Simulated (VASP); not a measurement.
Wanted: the native input for a VASP 6.6.1 run.

- Task: single point
- Functional: LDA
- Potentials or basis: VASP PAW LDA potentials, release 64 (Rh_pv)
- Cutoff: 520 eV
- k mesh: 22 × 22 × 22
- Occupations: gaussian, width 0.15 eV
- Spin: no spin polarisation
- Dipole correction: no
- Further INCAR settings: ALGO = Fast; EDIFF = 1e-07; NBANDS = 14

The structure of Rh lies in POSCAR:

```
Rh
1.0
    0.0000000000      1.9490887500      1.8540112500
    1.9490887500      0.0000000000      1.8540112500
    1.9490887500      1.9490887500      0.0000000000
Rh
1
Direct
    0.0000000000      0.0000000000      0.0000000000
```

This cell differs from its parent crystal: strain +0.025 along x and y, -0.025 along z.

These files were run (other wordings do the same):

INCAR

```
SYSTEM = Rh
  PREC = Accurate
  ENCUT = 520
  EDIFF = 1E-7
  ISMEAR = 0
  SIGMA = 0.15
  LREAL = .False.
  LASPH = .True.
  NELM = 80
  ALGO = Fast
  ISIF = 2
  LWAVE = .False.
  LCHARG = .False.
  NBANDS = 14
```

KPOINTS

```
regular mesh
0
Gamma
  22 22 22
  0 0 0
```

Potentials or basis: VASP PAW LDA potentials, release 64 (Rh_pv).

The run is started by

```bash
$ cat potpaw_LDA.64/Rh_pv/POTCAR > POTCAR
$ mpirun -np 1 vasp_std > vasp.out
```

Results of the run:

```json
{
  "Pressure": "-16.0 GPa"
}
```

Caveat: the cell differs from its parent crystal (strain +0.025 along x and y, -0.025 along z).

Run time: 3.1 min on 1 thread of Intel(R) Xeon(R) Platinum 8259CL CPU @ 2.50GHz (Skylake/Cascade Lake), on a shared host, peak memory 0.25 GiB.
